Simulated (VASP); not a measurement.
# Ge3N4 (Fd-3m) in VASP: relaxation of cell and atoms with PBE

Aim: the relaxation of cell and atoms of Ge3N4 with PBE.

Everything below comes from runs of VASP 6.6.1. Logs are shortened: lines on timing, memory, paths and dates and some standing lists are left out, and cuts for length are marked.

## (1) The cell of the first run

The structure is cubic, space group Fd-3m (No. 227). The conventional cell has a = 8.309 Å, b = 8.309 Å, c = 8.309 Å, α = 90.00°, β = 90.00°, γ = 90.00°. Ge (site symmetry -3m) has 6 N at 2.01 Å within 2.7 Å. Ge (site symmetry -43m) has 4 N at 1.92 Å within 2.5 Å. N (site symmetry 3m) has 4 Ge at 1.92 to 2.01 Å within 2.5 Å.

## (2) Relaxation of cell and atoms, PBE

Contents of INCAR:

```
  PREC = Accurate
  ENCUT = 600
  EDIFF = 1E-7
  ISMEAR = -1
  SIGMA = 0.02
  LREAL = False
  LASPH = True
  NELM = 120
  ALGO = Normal
  ISIF = 3
  LWAVE = False
  LCHARG = False
  GGA = PE
  IBRION = 2
  NSW = 80
  EDIFFG = -0.005
  GGA_COMPAT = False
  NELMIN = 4
```

Contents of KPOINTS:

```
Automatic mesh
0
Gamma
  6 6 6
```

Contents of POSCAR:

```
Ge3N4
1.0
    0.0000000000      4.1545500000      4.1545500000
    4.1545500000      0.0000000000      4.1545500000
    4.1545500000      4.1545500000      0.0000000000
Ge N
6 8
Direct
    0.6250000000      0.6250000000      0.6250000000
    0.1250000000      0.6250000000      0.6250000000
    0.6250000000      0.6250000000      0.1250000000
    0.6250000000      0.1250000000      0.6250000000
    0.0000000000      0.0000000000      0.0000000000
    0.2500000000      0.2500000000      0.2500000000
    0.3832000000      0.3832000000      0.3832000000
    0.3996000000      0.8668000000      0.8668000000
    0.3832000000      0.3832000000      0.8504000000
    0.8668000000      0.3996000000      0.8668000000
    0.8504000000      0.3832000000      0.3832000000
    0.8668000000      0.8668000000      0.8668000000
    0.3832000000      0.8504000000      0.3832000000
    0.8668000000      0.8668000000      0.3996000000
```

Potentials or basis: VASP PAW PBE potentials, release 64 (Ge_d, N).

Launch:

```bash
$ cat potpaw_PBE.64/Ge_d/POTCAR potpaw_PBE.64/N/POTCAR > POTCAR
$ mpirun -np 1 vasp_std > vasp.out
```

OUTCAR:

```text
PREC = Accurate
   ENCUT = 600
   EDIFF = 1E-7
   ISMEAR = -1
   LREAL = False
   LASPH = True
   NELM = 120
   ISIF = 3
   GGA = PE
   IBRION = 2
   NSW = 80
   EDIFFG = -0.005
   NELMIN = 4

 ion  position               nearest neighbor table
   1  0.625  0.625  0.625-   8 2.01   9 2.01  10 2.01  11 2.01  13 2.01  14 2.01
   2  0.125  0.625  0.625-   7 2.01  12 2.01  10 2.01   9 2.01  13 2.01  14 2.01
   3  0.625  0.625  0.125-   7 2.01  12 2.01  10 2.01  11 2.01   8 2.01  13 2.01
   4  0.625  0.125  0.625-   7 2.01  12 2.01   9 2.01  11 2.01   8 2.01  14 2.01
   5  0.000  0.000  0.000-   8 1.92  10 1.92  14 1.92  12 1.92
   6  0.250  0.250  0.250-   9 1.92  11 1.92  13 1.92   7 1.92
   7  0.383  0.383  0.383-   6 1.92   3 2.01   4 2.01   2 2.01
   8  0.400  0.867  0.867-   5 1.92   1 2.01   4 2.01   3 2.01
   9  0.383  0.383  0.850-   6 1.92   1 2.01   4 2.01   2 2.01
  10  0.867  0.400  0.867-   5 1.92   1 2.01   3 2.01   2 2.01
  11  0.850  0.383  0.383-   6 1.92   1 2.01   4 2.01   3 2.01
  12  0.867  0.867  0.867-   5 1.92   3 2.01   4 2.01   2 2.01
  13  0.383  0.850  0.383-   6 1.92   1 2.01   3 2.01   2 2.01
  14  0.867  0.867  0.400-   5 1.92   1 2.01   4 2.01   2 2.01

  LATTYP: Found a face centered cubic cell.
 ALAT       =     8.3091000000

  Lattice vectors:

 A1 = (   0.0000000000,   4.1545500000,   4.1545500000)
 A2 = (   4.1545500000,   0.0000000000,   4.1545500000)
 A3 = (   4.1545500000,   4.1545500000,   0.0000000000)

Analysis of symmetry for initial positions (statically):
=====================================================================
 Subroutine PRICEL returns:
 Original cell was already a primitive cell.

 Routine SETGRP: Setting up the symmetry group for a
 face centered cubic supercell.

 Subroutine GETGRP returns: Found 48 space group operations
 (whereof 24 operations were pure point group operations)
 out of a pool of 48 trial point group operations.

The static configuration has the point symmetry T_d .
 The point group associated with its full space group is O_h .

Analysis of symmetry for dynamics (positions and initial velocities):
=====================================================================
 Subroutine PRICEL returns:
 Original cell was already a primitive cell.

 Routine SETGRP: Setting up the symmetry group for a
 face centered cubic supercell.

 Subroutine GETGRP returns: Found 48 space group operations
 (whereof 24 operations were pure point group operations)
 out of a pool of 48 trial point group operations.

The dynamic configuration has the point symmetry T_d .
 The point group associated with its full space group is O_h .

[... 103 lines left out ...]
 SYSTEM =  unknown system
   PREC   = accura    normal or accurate (medium, high low for compatibility)
   ISTART =      0    job   : 0-new  1-cont  2-samecut
   ICHARG =      2    charge: 1-file 2-atom 10-const
   ISPIN  =      1    spin polarized calculation?
   LNONCOLLINEAR =      F non collinear calculations
   LSORBIT =      F    spin-orbit coupling
   LASPH  =      T    aspherical Exc in radial PAW
   ENCUT  =  600.0 eV  44.10 Ry    6.64 a.u.  11.73 11.73 11.73*2*pi/ulx,y,z
   NELM   =    120;   NELMIN=  4; NELMDL= -5     # of ELM steps
   EDIFF  = 0.1E-06   stopping-criterion for ELM
   LREAL  =      F    real-space projection
   EDIFFG = -.5E-02   stopping-criterion for IOM
   NSW    =     80    number of steps for IOM
   IBRION =      2    ionic relax: 0-MD 1-quasi-New 2-CG
   NFREE  =      1    steps in history (QN), initial steepest desc. (CG)
   ISIF   =      3    stress and relaxation
   ISYM   =      2    0-nonsym 1-usesym 2-fastsym
   POTIM  = 0.5000    time-step for ionic-motion
   TEBEG  =    0.0;   TEEND  =   0.0 temperature during run
   PSTRESS=    0.0 pullay stress
   NELECT =     124.0000    total number of electrons
   NUPDOWN=      -1.0000    fix difference up-down
   EMIN   =  10.00;   EMAX   =-10.00  energy-range for DOS
   EFERMI =   0.00;   METHOD = LEGACY
   ISMEAR =    -1;   SIGMA  =   0.02  broadening in eV -4-tet -1-fermi 0-gaus
   EFERMI_NEDOS =   21; number of points for ismear=-14 and -15
   IALGO  =     38    algorithm
   IMIX   =      4    mixing-type and parameters
     AMIX     =   0.40;   BMIX     =  1.00
     AMIX_MAG =   1.60;   BMIX_MAG =  1.00
  volume/ion in A,a.u.               =      10.24        69.13
  Fermi-wavevector in a.u.,A,eV,Ry     =   1.559605  2.947227 33.094391  2.432369
  Thomas-Fermi vector in A             =   2.662939
   LORBIT       =      0    0 simple, 1 ext, 2 COOP (PROOUT), +10 PAW based schemes
   GGA     = PE    functional components
   LHFCALC =     F    Hartree Fock is set to
   AEXX    =    0.0000 exact exchange contribution
   IVDW    =     0    specifies the selected vdW correction
   LEPSILON=     F    determine dielectric tensor
   LRPA    =     F    only Hartree local field effects (RPA)
 conjugate gradient relaxation of ions
 non-spin polarized calculation
  energy-cutoff  :      600.00
  volume of cell :      143.42
 maximum number of plane-waves:      4813
   NGX = 23   NGY = 23   NGZ = 23

--------------------------------------- Ionic step        1  -------------------------------------------

 number of electron     123.9999946 magnetization

 Free energy of the ion-electron system (eV)
  ---------------------------------------------------
  ext. energy  EPLUGINS =         0.00000000
  ---------------------------------------------------
  free energy    TOTEN  =       -92.80382728 eV

  energy without entropy =      -92.80382728  energy(sigma->0) =      -92.80382728

------------------------ aborting loop because EDIFF is reached ----------------------------------------

  FORCE on cell =-STRESS in cart. coord.  units (eV):
  Direction    XX          YY          ZZ          XY          YZ          ZX
  --------------------------------------------------------------------------------------
  -------------------------------------------------------------------------------------
  Total        0.1150631      0.1150631      0.1150631     -0.0000000      0.0000000      0.0000000
  in kB        1.2854189      1.2854189      1.2854189     -0.0000000      0.0000000      0.0000000
  external PRESSURE =       1.2854189 kB  Pullay stress =       0.0000000 kB
[... 83 lines left out ...]
--------------------------------------- Ionic step        3  -------------------------------------------

 number of electron     123.9999944 magnetization

 Free energy of the ion-electron system (eV)
  ---------------------------------------------------
  ext. energy  EPLUGINS =         0.00000000
  ---------------------------------------------------
  free energy    TOTEN  =       -92.80386656 eV

  energy without entropy =      -92.80386656  energy(sigma->0) =      -92.80386656

 E-fermi :   7.4420     XC(G=0): -12.2494

 val. band max:        6.9664880688   @ k =   0.0000   0.0000   0.0000
 cond. band min:       8.8709446258   @ k =   0.0000   0.0000   0.0000
 fundamental gap:      1.9044565570
 Fermi energy:         7.4420447235

 k-point     1 :       0.0000    0.0000    0.0000
  band No.  band energies     occupation
      1     -17.3546      2.00000
      2     -17.3546      2.00000
      3     -17.3546      2.00000
      4     -17.3449      2.00000
      5     -17.3449      2.00000
      6     -17.3449      2.00000
[... 1262 lines left out ...]
  FREE ENERGIE OF THE ION-ELECTRON SYSTEM (eV)
  ---------------------------------------------------
  free  energy   TOTEN  =       -92.8038665562 eV

  energy  without entropy=      -92.8038665562  energy(sigma->0) =      -92.80386656

 reached required accuracy - stopping structural energy minimisation
```

OSZICAR:

```text
N       E                     dE             d eps       ncg     rms          rms(c)
DAV:   1     0.219057011100E+04    0.21906E+04   -0.53963E+04  3202   0.508E+03
[... 30 lines left out ...]
DAV:   3    -0.928038701570E+02    0.95772E-04   -0.23501E-04  3306   0.188E-01    0.157E-02
DAV:   4    -0.928038680813E+02    0.20757E-05   -0.19399E-05  2678   0.308E-02    0.119E-02
DAV:   5    -0.928038658484E+02    0.22329E-05   -0.13504E-05  2666   0.193E-02    0.455E-03
DAV:   6    -0.928038660525E+02   -0.20410E-06   -0.84335E-07  2658   0.857E-03    0.363E-03
DAV:   7    -0.928038668065E+02   -0.75407E-06   -0.38276E-07  1922   0.926E-03    0.127E-03
DAV:   8    -0.928038665549E+02    0.25162E-06   -0.35665E-07  1886   0.523E-03    0.284E-04
DAV:   9    -0.928038665562E+02   -0.12660E-08   -0.69409E-08  1330   0.128E-03
   3 F= -.92803867E+02 E0= -.92803867E+02  d E =-.392807E-04
```

CONTCAR:

```text
Ge3N4
   1.00000000000000
    -0.0000000000000000    4.1553220430674696    4.1553220430674696
     4.1553220430674696   -0.0000000000000000    4.1553220430674696
     4.1553220430674696    4.1553220430674696    0.0000000000000000
  Ge              N
     6     8
Direct
     0.6250000000000000    0.6250000000000000    0.6250000000000000
[... 17 lines left out ...]
  0.00000000E+00  0.00000000E+00  0.00000000E+00
  0.00000000E+00  0.00000000E+00  0.00000000E+00
  0.00000000E+00  0.00000000E+00  0.00000000E+00
  0.00000000E+00  0.00000000E+00  0.00000000E+00
  0.00000000E+00  0.00000000E+00  0.00000000E+00
  0.00000000E+00  0.00000000E+00  0.00000000E+00
  0.00000000E+00  0.00000000E+00  0.00000000E+00
  0.00000000E+00  0.00000000E+00  0.00000000E+00
  0.00000000E+00  0.00000000E+00  0.00000000E+00
  0.00000000E+00  0.00000000E+00  0.00000000E+00
  0.00000000E+00  0.00000000E+00  0.00000000E+00
```

Run time: 15 min. Hardware: 1 thread of AMD EPYC 7R43 (Zen 3), shared host; peak memory 0.37 GiB.

What came out:

```
Free energy                           : -92.8039 eV
Relaxed volume                        : 10.25 Å³/atom
Relaxed cell                          : a = 5.877 Å, b = 5.877 Å, c = 5.877 Å, α = 60.00°, β = 60.00°, γ = 60.00°
Space group after relaxing (to 0.1 Å) : Fd-3m (No. 227)
Energy gained by relaxing             : 0.0 meV/atom
Ionic steps                           : 3
Pressure after relaxing               : 0.0 GPa
Band gap on the k mesh                : 1.90 eV
```

Final structure:
```cif
data_structure
_symmetry_space_group_name_H-M 'P 1'
_symmetry_Int_Tables_number 1
_cell_length_a 5.8765
_cell_length_b 5.8765
_cell_length_c 5.8765
_cell_angle_alpha 60.000
_cell_angle_beta 60.000
_cell_angle_gamma 60.000
_cell_volume 143.50
loop_
_atom_site_label
_atom_site_type_symbol
_atom_site_fract_x
_atom_site_fract_y
_atom_site_fract_z
_atom_site_occupancy
Ge1 Ge 0.62500 0.62500 0.62500 1
Ge2 Ge 0.12500 0.62500 0.62500 1
Ge3 Ge 0.62500 0.62500 0.12500 1
Ge4 Ge 0.62500 0.12500 0.62500 1
Ge5 Ge 0.00000 0.00000 0.00000 1
Ge6 Ge 0.25000 0.25000 0.25000 1
N1 N 0.38319 0.38319 0.38319 1
N2 N 0.39956 0.86681 0.86681 1
N3 N 0.38319 0.38319 0.85044 1
N4 N 0.86681 0.39956 0.86681 1
N5 N 0.85044 0.38319 0.38319 1
N6 N 0.86681 0.86681 0.86681 1
N7 N 0.38319 0.85044 0.38319 1
N8 N 0.86681 0.86681 0.39956 1
```

A k mesh can miss the band edges. PBE gaps usually lie below the measured ones, often by a third to a half.
